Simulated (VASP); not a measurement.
Set up this calculation in VASP 6.6.1, as the native input.

```yaml
Task: single point
Functional: PBE
Dispersion: D3(BJ)
Potentials_or_basis: VASP PAW PBE potentials, release 64 (Sn_d, Se)
Cutoff: 520 eV
k_mesh: 12 × 12 × 6
Occupations: gaussian, width 0.02 eV
Spin: no spin polarisation
Dipole_correction: no
Further_INCAR_settings: ALGO = Normal; EDIFF = 1e-07; NBANDS = 20
```

The structure of SnSe2 lies in POSCAR:

```
SnSe2
1.0
    3.8380776335      0.0000000000      0.0000000000
   -1.9190388167      3.3238727323      0.0000000000
    0.0000000000      0.0000000000      6.0146785272
Sn Se
1 2
Direct
    0.0000000000      0.0000000000      0.0000000000
    0.3333333333      0.6666666667      0.2650914469
    0.6666666667      0.3333333333      0.7349085531
```

One way to write it, as run:

INCAR

```
  PREC = Accurate
  ENCUT = 520
  EDIFF = 1E-7
  ISMEAR = 0
  SIGMA = 0.02
  LREAL = False
  LASPH = True
  NELM = 100
  ALGO = Normal
  ISIF = 2
  LWAVE = False
  LCHARG = True
  GGA = PE
  IVDW = 12
  LELF = True
  LVHAR = True
  NBANDS = 20
```

KPOINTS

```
Automatic mesh
0
Gamma
  12 12 6
```

Potentials or basis: VASP PAW PBE potentials, release 64 (Sn_d, Se).

Launch:

```bash
$ cat potpaw_PBE.64/Sn_d/POTCAR potpaw_PBE.64/Se/POTCAR > POTCAR
$ mpirun -np 1 vasp_std > vasp.out
```

It gave:

```
Pressure                   : 0.1 GPa
Largest force              : 0.013 eV/Å
Band gap on the k mesh     : 0.35 eV, indirect (least direct gap 0.83 eV)
Dispersion energy per atom : -0.364 eV
```

Caveat: spin-orbit coupling is left out, which moves the levels of the heavy elements.

It took 120 s on 1 thread of Intel(R) Xeon(R) Platinum 8488C (Sapphire Rapids), on a shared host, peak memory 0.3 GiB.
